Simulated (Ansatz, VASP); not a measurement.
## One calculation of Ta4C3, two programs

INCAR

```
SYSTEM = Ta4C3
PREC = Accurate ; ENCUT = 520
EDIFF = 1E-6 ; ISMEAR = 0
SIGMA = 0.15 ; LREAL = .FALSE.
LASPH = .TRUE. ; NELM = 80
ALGO = Normal ; ISIF = 2
LWAVE = .FALSE. ; LCHARG = .FALSE.
GGA = PS ; NBANDS = 37
```

File KPOINTS:

```
regular mesh
0
G
  10 10 10
  0 0 0
```

Contents of POSCAR:

```
Ta4C3
1.0
    4.4026022057      0.0000000000      0.0000000000
    0.0000000000      4.4026022057      0.0000000000
    0.0000000000      0.0000000000      4.2264981175
Ta C
4 3
Direct
    0.0000000000      0.5000000000      0.5000000000
    0.5000000000      0.0000000000      0.5000000000
    0.5000000000      0.5000000000      0.0000000000
    0.0000000000      0.0000000000      0.0000000000
    0.5000000000      0.0000000000      0.0000000000
    0.0000000000      0.5000000000      0.0000000000
    0.0000000000      0.0000000000      0.5000000000
```

Input for Ansatz:

```yaml
crystal:
  lattice:
    - [4.4026022057, 0.0, 0.0]
    - [0.0, 4.4026022057, 0.0]
    - [0.0, 0.0, 4.2264981175]
  atoms:
    - { symbol: Ta, position: [0.0, 0.5, 0.5] }
    - { symbol: Ta, position: [0.5, 0.0, 0.5] }
    - { symbol: Ta, position: [0.5, 0.5, 0.0] }
    - { symbol: Ta, position: [0.0, 0.0, 0.0] }
    - { symbol: C, position: [0.5, 0.0, 0.0] }
    - { symbol: C, position: [0.0, 0.5, 0.0] }
    - { symbol: C, position: [0.0, 0.0, 0.5] }
basis:
  ecutwfc: 420
kpoints:
  mp_grid: { grid: [10, 10, 10] }
hamiltonian:
  xc: pbesol
scf:
  occupations: { method: gaussian, width: 0.15 }
output:
  forces: true
  stress: true
  eigenvalues: true
```

Change from the starting cell: strain +0.000 along x and y, -0.040 along z, atoms carried along.

Alike in both runs: task single point; functional PBEsol; k mesh 10 × 10 × 10; occupations gaussian, width 0.15 eV; no spin polarisation.

|  | VASP | Ansatz |
| --- | --- | --- |
| version | VASP 6.6.1 | Ansatz 0.2.0 |
| potentials or method | VASP PAW PBE potentials, release 64 (Ta_pv, C), cutoff 520 eV | scalar-relativistic, plane waves, PAW |
| valence electrons in the cell | 56 | 64 |

Ansatz gave:

- gap on the k mesh at the Fermi level (eV): none
- pressure (GPa): 14.9
- traceless stress, the component that is largest in VASP (GPa): 14.75

Q: Which values does VASP return?

A: gap on the k mesh at the Fermi level (eV): none; pressure (GPa): 15.7; traceless stress, the component that is largest in VASP (GPa): 14.87.

VASP's potentials were made for PBE, not for PBEsol. A gap of «none» marks a metal or a gap that the smearing closes. The functional is the same, so the differences come from potentials, cutoffs and numerics. VASP's potentials hold 56 valence electrons a cell and Ansatz's 64, so a difference there can come from the potentials and not from the codes.

Neither program's run includes spin-orbit coupling.
